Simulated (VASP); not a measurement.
Input of a VASP 6.6.1 run:

INCAR

```
SYSTEM = Si3N4
PREC = Accurate
ENCUT = 600
EDIFF = 1E-6
ISMEAR = 0
SIGMA = 0.01
LREAL = Auto
LASPH = .TRUE.
NELM = 120
ALGO = Normal
ISIF = 2
LWAVE = .FALSE.
LCHARG = .TRUE.
GGA = PE
LELF = .TRUE.
LVHAR = .TRUE.
NBANDS = 123
GGA_COMPAT = .FALSE.
```

The input KPOINTS:

```
regular mesh
0
G
  1 1 5
  0 0 0
```

Contents of POSCAR:

```
Si3N4
1.0
   11.4950825000      6.6366889800      0.0000000000
  -11.4950825000      6.6366889800      0.0000000000
    0.0000000000      0.0000000000      2.9261389980
Si N
18 24
Direct
    0.0186959367      0.8062925367      0.7500000000
    0.3520292700      0.4729592033      0.7500000000
    0.6853626033      0.1396258700      0.7500000000
    0.2124034000      0.0186959367      0.2500000000
    0.5457367333      0.6853626033      0.2500000000
    0.8790700667      0.3520292700      0.2500000000
    0.1396258700      0.4542632667      0.2500000000
    0.4729592033      0.1209299333      0.2500000000
    0.8062925367      0.7875966000      0.2500000000
    0.1937074633      0.2124034000      0.7500000000
    0.5270407967      0.8790700667      0.7500000000
    0.8603741300      0.5457367333      0.7500000000
    0.1209299333      0.6479707300      0.7500000000
    0.4542632667      0.3146373967      0.7500000000
    0.7875966000      0.9813040633      0.7500000000
    0.3146373967      0.8603741300      0.2500000000
    0.6479707300      0.5270407967      0.2500000000
    0.9813040633      0.1937074633      0.2500000000
    0.0000000000      0.6666666667      0.7500000000
    0.3333333333      0.3333333333      0.7500000000
    0.6666666667      0.0000000000      0.7500000000
    0.0000000000      0.3333333333      0.2500000000
    0.3333333333      0.0000000000      0.2500000000
    0.6666666667      0.6666666667      0.2500000000
    0.2130568067      0.4569382300      0.7500000000
    0.5463901400      0.1236048967      0.7500000000
    0.8797234733      0.7902715633      0.7500000000
    0.0894519100      0.8797234733      0.2500000000
    0.4227852433      0.5463901400      0.2500000000
    0.7561185767      0.2130568067      0.2500000000
    0.1236048967      0.5772147567      0.2500000000
    0.4569382300      0.2438814233      0.2500000000
    0.7902715633      0.9105480900      0.2500000000
    0.2097284367      0.0894519100      0.7500000000
    0.5430617700      0.7561185767      0.7500000000
    0.8763951033      0.4227852433      0.7500000000
    0.1202765267      0.2097284367      0.2500000000
    0.4536098600      0.8763951033      0.2500000000
    0.7869431933      0.5430617700      0.2500000000
    0.2438814233      0.7869431933      0.7500000000
    0.5772147567      0.4536098600      0.7500000000
    0.9105480900      0.1202765267      0.7500000000
```

Potentials or basis: VASP PAW PBE potentials, release 64 (Si, N).

Launch:

```sh
$ cat potpaw_PBE.64/Si/POTCAR potpaw_PBE.64/N/POTCAR > POTCAR
$ mpirun -np 1 vasp_std > vasp.out
```

(1) What does it give for the largest force?

(2) What does it give for the pressure?

(3) Estimate the band gap on the k mesh.

## Answers

(1) 0.004 eV/Å.

(2) -0.4 GPa.

(3) 4.25 eV.

Caveat: the k points lie up to 0.55 Å⁻¹ apart.
